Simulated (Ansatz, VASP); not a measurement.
# Two plane-wave programs on Sb

The input INCAR:

```
SYSTEM = Sb
PREC = Accurate ; ENCUT = 520
EDIFF = 1E-6 ; ISMEAR = 0
SIGMA = 0.15 ; LREAL = .False.
LASPH = .True. ; NELM = 100
ALGO = Normal ; ISIF = 2
LWAVE = .False. ; LCHARG = .False.
GGA = PE ; IVDW = 12
NBANDS = 12
```

Contents of KPOINTS:

```
regular mesh
0
Gamma
  18 18 10
  0 0 0
```

File POSCAR:

```
Sb
1.0
    3.4700701849      0.0000000000      0.0000000000
   -1.7350350925      3.0051689330      0.0000000000
    0.0000000000      0.0000000000      5.4099500000
Sb
2
Direct
    0.3333333333      0.6666666667      0.2500000000
    0.6666666667      0.3333333333      0.7500000000
```

Input for Ansatz:

```yaml
crystal:
  lattice:
    - [3.4700701849, 0.0, 0.0]
    - [-1.7350350925, 3.005168933, 0.0]
    - [0.0, 0.0, 5.40995]
  atoms:
    - { symbol: Sb, position: [0.3333333333, 0.6666666667, 0.25] }
    - { symbol: Sb, position: [0.6666666667, 0.3333333333, 0.75] }
basis:
  ecutwfc: 420
kpoints:
  mp_grid: { grid: [18, 18, 10] }
hamiltonian:
  xc: pbe
  dispersion: d3bj
scf:
  occupations: { method: gaussian, width: 0.15 }
output:
  forces: true
  stress: true
  eigenvalues: true
```

Change from the starting cell: strain +0.030 along x and y, +0.015 along z, atoms carried along.

Alike in both runs: task single point; functional PBE; dispersion D3(BJ); k mesh 18 × 18 × 10; occupations gaussian, width 0.15 eV; no spin polarisation.

|  | VASP | Ansatz |
| --- | --- | --- |
| version | VASP 6.6.1 | Ansatz 0.2.0 |
| potentials or method | VASP PAW PBE potentials, release 64 (Sb), cutoff 520 eV | scalar-relativistic, plane waves, PAW |
| valence electrons in the cell | 10 | 30 |

|  | VASP | Ansatz | Ansatz less VASP |
| --- | --- | --- | --- |
| gap on the k mesh at the Fermi level (eV) | none | none | - |
| pressure (GPa) | -4.4 | -4.3 | +0.13 |
| traceless stress, the component that is largest in VASP (GPa) | 0.57 | 0.58 | +0.009 |

A gap of «none» marks a metal or a gap that the smearing closes. VASP's potentials hold 10 valence electrons a cell and Ansatz's 30, so a difference there can come from the potentials and not from the codes.

Neither program's run includes spin-orbit coupling.
